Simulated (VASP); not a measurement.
Wanted: the native input for a VASP 6.6.1 run.

| Quantity | Value |
| --- | --- |
| Task | density of states |
| Functional | LDA |
| Potentials or basis | VASP PAW LDA potentials, release 64 (Bi_d) |
| Cutoff | 400 eV |
| k mesh | 14 × 14 × 14 |
| Occupations | fermi-dirac, width 0.1 eV |
| Spin | no spin polarisation |
| Dipole correction | no |
| k mesh for the DOS | 21 × 21 × 21 |
| Occupations for the DOS | tetrahedron |
| Further INCAR settings | ALGO = Normal; EDIFF = 1e-06 |

The system is Bi.

```
CELL_PARAMETERS angstrom
0.00000 1.94764 1.94764
1.94764 0.00000 1.94764
1.94764 1.94764 0.00000
ATOMIC_POSITIONS crystal
Bi 0.00000 0.00000 0.00000
```

This cell differs from its parent crystal: volume scaled by 0.5.

The input as run:

POSCAR

```
Bi
1.0
    0.0000000000      1.9476356218      1.9476356218
    1.9476356218      0.0000000000      1.9476356218
    1.9476356218      1.9476356218      0.0000000000
Bi
1
Direct
    0.0000000000      0.0000000000      0.0000000000
```

INCAR.step1

```
  PREC = Accurate
  ENCUT = 400
  EDIFF = 1E-6
  ISMEAR = -1
  SIGMA = 0.1
  LREAL = False
  LASPH = True
  NELM = 120
  ALGO = Normal
  ISIF = 2
  LWAVE = False
  LCHARG = True
  GGA = CA
  NBANDS = 14
  GGA_COMPAT = False
  NEDOS = 2001
  LORBIT = 11
```

KPOINTS.step1

```
Automatic mesh
0
Gamma
  14 14 14
```

INCAR.step2

```
  PREC = Accurate
  ENCUT = 400
  EDIFF = 1E-6
  ISMEAR = -5
  SIGMA = 0.1
  LREAL = False
  LASPH = True
  NELM = 120
  ALGO = Normal
  ISIF = 2
  LWAVE = False
  LCHARG = False
  GGA = CA
  LORBIT = 11
  NEDOS = 1001
  ICHARG = 11
  GGA_COMPAT = False
```

KPOINTS.step2

```
Automatic mesh
0
Gamma
  21 21 21
```

Potentials or basis: VASP PAW LDA potentials, release 64 (Bi_d).

The run is started by

```sh
$ cat potpaw_LDA.64/Bi_d/POTCAR > POTCAR
$ cp INCAR.step1 INCAR
$ cp KPOINTS.step1 KPOINTS
$ mpirun -np 1 vasp_std > vasp.out
$ cp INCAR.step2 INCAR
$ cp KPOINTS.step2 KPOINTS
$ mpirun -np 1 vasp_std > vasp.out
```

It gave:

The valence electrons inside the program's atomic spheres are Bi 13.77.

Caveat: spin-orbit coupling is left out, which moves the levels of the heavy elements.

It took 18 s on 1 thread of Intel(R) Xeon(R) 6975P-C (Granite Rapids), on a shared host, peak memory 0.14 GiB.
